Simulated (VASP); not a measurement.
Write the native input for VASP 6.6.1 that does the following.

```
Task                   : single point
Functional             : PBE
Potentials or basis    : VASP PAW PBE potentials, release 64 (Li_sv, Au)
Cutoff                 : 520 eV
k mesh                 : 4 × 4 × 1
Occupations            : gaussian, width 0.1 eV
Spin                   : no spin polarisation
Dipole correction      : yes
Further INCAR settings : ALGO = Normal; EDIFF = 1e-06; NBANDS = 18
```

The structure of Li3Au lies in POSCAR:

```
Li3Au
1.0
    4.4561870000      0.0000000000      0.0000000000
    0.0000000000      4.4561870000      0.0000000000
    0.0000000000      0.0000000000     16.0000000000
Li Au
3 1
Direct
    0.0000000000      0.5000000000      0.5492343800
    0.5000000000      0.0000000000      0.5492343800
    0.5000000000      0.5000000000      0.4507656200
    0.0000000000      0.0000000000      0.4507656200
```

These files were run (other wordings do the same):

INCAR

```
SYSTEM = Li3Au
  PREC = Accurate
  ENCUT = 520
  EDIFF = 1E-6
  ISMEAR = 0
  SIGMA = 0.1
  LREAL = .False.
  LASPH = .True.
  NELM = 60
  ALGO = Normal
  ISIF = 2
  LWAVE = .False.
  LCHARG = .False.
  LDIPOL = .True.
  IDIPOL = 3
  DIPOL = 0.5 0.5 0.500
  GGA = PE
  NBANDS = 18
```

KPOINTS

```
Automatic mesh
0
Gamma
  4 4 1
  0 0 0
```

Potentials or basis: VASP PAW PBE potentials, release 64 (Li_sv, Au).

Command:

```console
$ cat potpaw_PBE.64/Li_sv/POTCAR potpaw_PBE.64/Au/POTCAR > POTCAR
$ mpirun -np 1 vasp_std > vasp.out
```

It gave:

| Quantity | Value |
| --- | --- |
| Largest force | 0.699 eV/Å |
| Band gap on the k mesh | zero (band 10 reaches -2.07 eV, above the bottom of band 11 at -2.07 eV) |

Caveat: spin-orbit coupling is left out, which moves the levels of the heavy elements.

Wall time 50 s on 1 thread of Intel Xeon 6975P-C (shared host), peak memory 0.37 GiB.
